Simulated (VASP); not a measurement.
AlN:

```
Al N
1.0
     0.00000    2.01887    2.01887
     2.01887    0.00000    2.01887
     2.01887    2.01887    0.00000
Al N
1 1
Direct
  0.00000 0.00000 0.00000
  0.50000 0.50000 0.50000
```

Base run:

| Property | Result |
| --- | --- |
| Program | VASP 6.6.1 |
| Functional | PBE0 |
| Potentials or basis | VASP PAW PBE potentials, release 64 (Al, N) |
| Cutoff | 520 eV |
| k mesh | 8 × 8 × 8 |
| Occupations | gaussian, width 0.01 eV |
| Spin | no spin polarisation |

Its results: band gap on the k mesh 6.78 eV (least direct gap 8.01 eV); pressure -1.4 GPa.

The run is repeated on the same cell with these changes: functional from PBE0 to HSE06. What comes out?

Band gap on the k mesh 6.01 eV (least direct gap 7.26 eV); pressure -1.5 GPa.

Caveats: the PAW data sets were made with another functional, which shifts forces and pressure a little.

A k mesh can miss the band edges.
